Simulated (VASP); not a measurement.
# InSb3 (Fm-3m) in VASP: further runs

Aim: see how the results for InSb3 move with the level of theory and the settings. Levels: PBE, revPBE. Tasks: single point.

All numbers are computed with VASP 6.6.1; they aren't measurements. Logs are shortened: lines on timing, memory, paths and dates and some standing lists are left out, and cuts for length are marked.

### 1 The cell of the first run

Symmetry: Fm-3m, No. 225, cubic system. Conventional cell: a = 7.580 Å, b = 7.580 Å, c = 7.580 Å, α = 90.00°, β = 90.00°, γ = 90.00°. Within 4.3 Å of In (site symmetry m-3m) lie 14 Sb at 3.28 to 3.79 Å. Within 4.3 Å of Sb (site symmetry -43m) lie 4 In at 3.28 Å and 10 Sb at 3.28 to 3.79 Å. Sb (site symmetry m-3m) has 8 Sb at 3.28 Å and 6 In at 3.79 Å within 4.3 Å.

### 2 Single point, PBE

File INCAR:

```
  ALGO = Normal
  EDIFF = 1E-6
  ENCUT = 520
  GGA = PE
  ISIF = 2
  ISMEAR = 0
  LASPH = T
  LCHARG = F
  LREAL = F
  LWAVE = F
  NBANDS = 22
  NELM = 80
  PREC = Accurate
  SIGMA = 0.1
```

File KPOINTS:

```
k-points
0
Gamma
  10 10 10
```

File POSCAR:

```
InSb3
1.0
    0.0000000000      3.7901141191      3.7901141191
    3.7901141191      0.0000000000      3.7901141191
    3.7901141191      3.7901141191      0.0000000000
In Sb
1 3
Direct
    0.0000000000      0.0000000000      0.0000000000
    0.2500000000      0.2500000000      0.2500000000
    0.7500000000      0.7500000000      0.7500000000
    0.5000000000      0.5000000000      0.5000000000
```

Potentials or basis: VASP PAW PBE potentials, release 64 (In_d, Sb).

The run is started by

```console
$ cat potpaw_PBE.64/In_d/POTCAR potpaw_PBE.64/Sb/POTCAR > POTCAR
$ mpirun -np 1 vasp_std > vasp.out
```

OUTCAR:

```text
EDIFF = 1E-6
   ENCUT = 520
   GGA = PE
   ISIF = 2
   ISMEAR = 0
   LASPH = T
   LREAL = F
   NELM = 80
   PREC = Accurate

 ion  position               nearest neighbor table
   1  0.000  0.000  0.000-   3 3.28   3 3.28   3 3.28   2 3.28   3 3.28   2 3.28   2 3.28   2 3.28
                             4 3.79   4 3.79   4 3.79   4 3.79   4 3.79   4 3.79
   2  0.250  0.250  0.250-   1 3.28   1 3.28   1 3.28   1 3.28   4 3.28   4 3.28   4 3.28   4 3.28

   3  0.750  0.750  0.750-   4 3.28   4 3.28   4 3.28   1 3.28   4 3.28   1 3.28   1 3.28   1 3.28

   4  0.500  0.500  0.500-   2 3.28   2 3.28   2 3.28   2 3.28   3 3.28   3 3.28   3 3.28   3 3.28
                             1 3.79   1 3.79   1 3.79   1 3.79   1 3.79   1 3.79

  LATTYP: Found a face centered cubic cell.
 ALAT       =     7.5802282382

  Lattice vectors:

 A1 = (   0.0000000000,   3.7901141191,   3.7901141191)
 A2 = (   3.7901141191,   0.0000000000,   3.7901141191)
 A3 = (   3.7901141191,   3.7901141191,   0.0000000000)

Analysis of symmetry for initial positions (statically):
=====================================================================
 Subroutine PRICEL returns:
 Original cell was already a primitive cell.

 Routine SETGRP: Setting up the symmetry group for a
 face centered cubic supercell.

 Subroutine GETGRP returns: Found 48 space group operations
 (whereof 48 operations were pure point group operations)
 out of a pool of 48 trial point group operations.

The static configuration has the point symmetry O_h .

Analysis of symmetry for dynamics (positions and initial velocities):
=====================================================================
 Subroutine PRICEL returns:
 Original cell was already a primitive cell.

 Routine SETGRP: Setting up the symmetry group for a
 face centered cubic supercell.

 Subroutine GETGRP returns: Found 48 space group operations
 (whereof 48 operations were pure point group operations)
 out of a pool of 48 trial point group operations.

The dynamic configuration has the point symmetry O_h .

 Subroutine INISYM returns: Found 48 space group operations
 (whereof 48 operations are pure point group operations),
 and found     1 'primitive' translations

----------------------------------------------------------------------------------------

                                     Primitive cell

[... 87 lines left out ...]
   ICHARG =      2    charge: 1-file 2-atom 10-const
   ISPIN  =      1    spin polarized calculation?
   LNONCOLLINEAR =      F non collinear calculations
   LSORBIT =      F    spin-orbit coupling
   LASPH  =      T    aspherical Exc in radial PAW
   ENCUT  =  520.0 eV  38.22 Ry    6.18 a.u.   9.97  9.97  9.97*2*pi/ulx,y,z
   NELM   =     80;   NELMIN=  2; NELMDL= -5     # of ELM steps
   EDIFF  = 0.1E-05   stopping-criterion for ELM
   LREAL  =      F    real-space projection
   EDIFFG = 0.1E-04   stopping-criterion for IOM
   NSW    =      0    number of steps for IOM
   IBRION =     -1    ionic relax: 0-MD 1-quasi-New 2-CG
   NFREE  =      0    steps in history (QN), initial steepest desc. (CG)
   ISIF   =      2    stress and relaxation
   ISYM   =      2    0-nonsym 1-usesym 2-fastsym
   POTIM  = 0.5000    time-step for ionic-motion
   TEBEG  =    0.0;   TEEND  =   0.0 temperature during run
   PSTRESS=    0.0 pullay stress
   NELECT =      28.0000    total number of electrons
   NUPDOWN=      -1.0000    fix difference up-down
   EMIN   =  10.00;   EMAX   =-10.00  energy-range for DOS
   EFERMI =   0.00;   METHOD = LEGACY
   ISMEAR =     0;   SIGMA  =   0.10  broadening in eV -4-tet -1-fermi 0-gaus
   EFERMI_NEDOS =   21; number of points for ismear=-14 and -15
   IALGO  =     38    algorithm
   IMIX   =      4    mixing-type and parameters
     AMIX     =   0.40;   BMIX     =  1.00
     AMIX_MAG =   1.60;   BMIX_MAG =  1.00
  volume/ion in A,a.u.               =      27.22       183.71
  Fermi-wavevector in a.u.,A,eV,Ry     =   1.041035  1.967270 14.745359  1.083753
  Thomas-Fermi vector in A             =   2.175637
   LORBIT       =      0    0 simple, 1 ext, 2 COOP (PROOUT), +10 PAW based schemes
   GGA     = PE    functional components
   LHFCALC =     F    Hartree Fock is set to
   AEXX    =    0.0000 exact exchange contribution
   IVDW    =     0    specifies the selected vdW correction
   LEPSILON=     F    determine dielectric tensor
   LRPA    =     F    only Hartree local field effects (RPA)
 non-spin polarized calculation
 Gauss-broadening in eV      SIGMA  =   0.10
  energy-cutoff  :      520.00
  volume of cell :      108.89
 maximum number of plane-waves:      2954
   NGX = 19   NGY = 19   NGZ = 19

 number of electron      27.9999990 magnetization

 Free energy of the ion-electron system (eV)
  ---------------------------------------------------
  ext. energy  EPLUGINS =         0.00000000
  ---------------------------------------------------
  free energy    TOTEN  =       -14.30738732 eV

  energy without entropy =      -14.29741476  energy(sigma->0) =      -14.30240104

 E-fermi :   8.0038     XC(G=0): -10.1541

 val. band max:        7.9480834677   @ k =   0.4000   0.2000   0.1000
 cond. band min:       8.0369230305   @ k =   0.3000   0.2000   0.1000
 fundamental gap:      0.0888395628
 Fermi energy:         8.0038048878

 k-point     1 :       0.0000    0.0000    0.0000
  band No.  band energies     occupation
      1      -6.4942      2.00000
      2      -6.4942      2.00000
      3      -6.4942      2.00000
      4      -6.4625      2.00000
      5      -6.4625      2.00000
      6      -4.2414      2.00000
[... 589 lines left out ...]
     21      12.4592      0.00000
     22      12.8479      0.00000

 [... further k-points ...]
[... 5 lines left out ...]
  --------------------------------------------------------------------------------------
  -------------------------------------------------------------------------------------
  Total       -0.0326875     -0.0326875     -0.0326875      0.0000000      0.0000000      0.0000000
  in kB       -0.4809561     -0.4809561     -0.4809561      0.0000000      0.0000000      0.0000000
  external PRESSURE =      -0.4809561 kB  Pullay stress =       0.0000000 kB

 VOLUME and BASIS-vectors are now :
 -----------------------------------------------------------------------------
  energy-cutoff  :      520.00
  volume of cell :      108.89
      direct lattice vectors                 reciprocal lattice vectors
     0.000000000  3.790114119  3.790114119    -0.131922149  0.131922149  0.131922149
     3.790114119  0.000000000  3.790114119     0.131922149 -0.131922149  0.131922149
     3.790114119  3.790114119  0.000000000     0.131922149  0.131922149 -0.131922149

 POSITION                                       TOTAL-FORCE (eV/Angst)
 -----------------------------------------------------------------------------------
      0.00000      0.00000      0.00000         0.000000      0.000000      0.000000
      1.89506      1.89506      1.89506         0.000000      0.000000      0.000000
      5.68517      5.68517      5.68517        -0.000000     -0.000000     -0.000000
      3.79011      3.79011      3.79011         0.000000      0.000000      0.000000
 -----------------------------------------------------------------------------------
    total drift:                               -0.000000      0.000000      0.000000

  FREE ENERGIE OF THE ION-ELECTRON SYSTEM (eV)
  ---------------------------------------------------
  free  energy   TOTEN  =       -14.3073873217 eV

  energy  without entropy=      -14.2974147556  energy(sigma->0) =      -14.30240104
```

Wall time 2.1 min (1 thread of Intel Xeon 8259CL, shared host); peak memory 0.3 GiB.

What came out:

| Item | Value |
| --- | --- |
| Free energy | -14.3074 eV |
| Pressure | 0.0 GPa |
| Band gap on the k mesh | zero (bands 14 and 15 overlap by 3.41 eV) |

Levels at points of the mesh, in eV from the Fermi level:
| k point | band 10 | band 11 | band 12 | band 13 | band 14 | band 15 | band 16 | band 17 | band 18 | band 19 |
| --- | --- | --- | --- | --- | --- | --- | --- | --- | --- | --- |
| (0.00, 0.00, 0.00) | -2.47 | -2.47 | -2.36 | -2.36 | -2.36 | -2.29 | -0.68 | -0.68 | -0.68 | 3.48 |
| (0.50, 0.00, 0.00) | -3.41 | -3.41 | -2.60 | -2.60 | -0.23 | -0.06 | 1.95 | 1.95 | 3.07 | 3.07 |
| (0.50, 0.50, 0.00) | -5.06 | -5.06 | 0.38 | 0.91 | 0.91 | 1.27 | 1.73 | 1.84 | 1.84 | 4.16 |

Caveat: spin-orbit coupling is left out, which moves the levels of the heavy elements.

### 3 Single point, revPBE

This run uses another cell than the first one, of 27.79 Å³/atom.

File INCAR:

```
PREC = Accurate
ENCUT = 520
EDIFF = 1E-6
ISMEAR = 0
SIGMA = 0.1
LREAL = False
LASPH = True
NELM = 100
ALGO = Normal
ISIF = 2
LWAVE = False
LCHARG = False
GGA = RE
NBANDS = 22
```

File KPOINTS:

```
Automatic mesh
0
Gamma
  10 10 10
```

File POSCAR:

```
InSb3
1.0
    0.0000000000      3.8163532506      3.8163532506
    3.8163532506      0.0000000000      3.8163532506
    3.8163532506      3.8163532506      0.0000000000
In Sb
1 3
Direct
    0.0000000000      0.0000000000      0.0000000000
    0.2500000000      0.2500000000      0.2500000000
    0.7500000000      0.7500000000      0.7500000000
    0.5000000000      0.5000000000      0.5000000000
```

Potentials or basis: VASP PAW PBE potentials, release 64 (In_d, Sb).

The run is started by

```console
$ cat potpaw_PBE.64/In_d/POTCAR potpaw_PBE.64/Sb/POTCAR > POTCAR
$ mpirun -np 1 vasp_std > vasp.out
```

OUTCAR:

```text
PREC = Accurate
   ENCUT = 520
   EDIFF = 1E-6
   ISMEAR = 0
   LREAL = False
   LASPH = True
   NELM = 100
   ISIF = 2
   GGA = RE

 ion  position               nearest neighbor table
   1  0.000  0.000  0.000-   3 3.31   3 3.31   3 3.31   2 3.31   3 3.31   2 3.31   2 3.31   2 3.31
                             4 3.82   4 3.82   4 3.82   4 3.82   4 3.82   4 3.82
   2  0.250  0.250  0.250-   1 3.31   1 3.31   1 3.31   1 3.31   4 3.31   4 3.31   4 3.31   4 3.31

   3  0.750  0.750  0.750-   4 3.31   4 3.31   4 3.31   1 3.31   4 3.31   1 3.31   1 3.31   1 3.31

[... 797 lines left out ...]
 [... further k-points ...]
[... 5 lines left out ...]
  --------------------------------------------------------------------------------------
  -------------------------------------------------------------------------------------
  Total       -0.0926747     -0.0926747     -0.0926747     -0.0000000     -0.0000000      0.0000000
  in kB       -1.3356605     -1.3356605     -1.3356605     -0.0000000     -0.0000000      0.0000000
  external PRESSURE =      -1.3356605 kB  Pullay stress =       0.0000000 kB

 VOLUME and BASIS-vectors are now :
 -----------------------------------------------------------------------------
  energy-cutoff  :      520.00
  volume of cell :      111.17
      direct lattice vectors                 reciprocal lattice vectors
     0.000000000  3.816353251  3.816353251    -0.131015125  0.131015125  0.131015125
     3.816353251  0.000000000  3.816353251     0.131015125 -0.131015125  0.131015125
     3.816353251  3.816353251  0.000000000     0.131015125  0.131015125 -0.131015125

 POSITION                                       TOTAL-FORCE (eV/Angst)
 -----------------------------------------------------------------------------------
      0.00000      0.00000      0.00000         0.000000      0.000000     -0.000000
      1.90818      1.90818      1.90818         0.000000      0.000000      0.000000
      5.72453      5.72453      5.72453        -0.000000     -0.000000      0.000000
      3.81635      3.81635      3.81635         0.000000      0.000000     -0.000000
 -----------------------------------------------------------------------------------
    total drift:                               -0.000000      0.000000      0.000000

  FREE ENERGIE OF THE ION-ELECTRON SYSTEM (eV)
  ---------------------------------------------------
  free  energy   TOTEN  =       -13.0228623110 eV

  energy  without entropy=      -13.0119514744  energy(sigma->0) =      -13.01740689
```

stdout:

```text
POSCAR found type information on POSCAR InSb
 POSCAR found :  2 types and       4 ions
 scaLAPACK will be used
 -----------------------------------------------------------------------------
|                                                                             |
|                                                                             |
|     You enforced a specific xc type in the INCAR file but a different       |
|     I HOPE YOU KNOW WHAT YOU ARE DOING!                                     |
|                                                                             |
 -----------------------------------------------------------------------------

 LDA part: xc-table for (Slater+PW92), standard interpolation
 POSCAR, INCAR and KPOINTS ok, starting setup
 FFT: planning ... GRIDC
 FFT: planning ... GRID_SOFT
 FFT: planning ... GRID
 WAVECAR not read
 entering main loop
```

Run time: 2 min. Hardware: 1 thread of Intel Xeon 8259CL, shared host; peak memory 0.3 GiB.

Results:

```
Free energy            : -13.0229 eV
Pressure               : -0.1 GPa
Band gap on the k mesh : zero (bands 14 and 15 overlap by 3.40 eV)
```

Caveat: the PAW data sets were made with another functional, which shifts forces and pressure a little; spin-orbit coupling is left out, which moves the levels of the heavy elements.
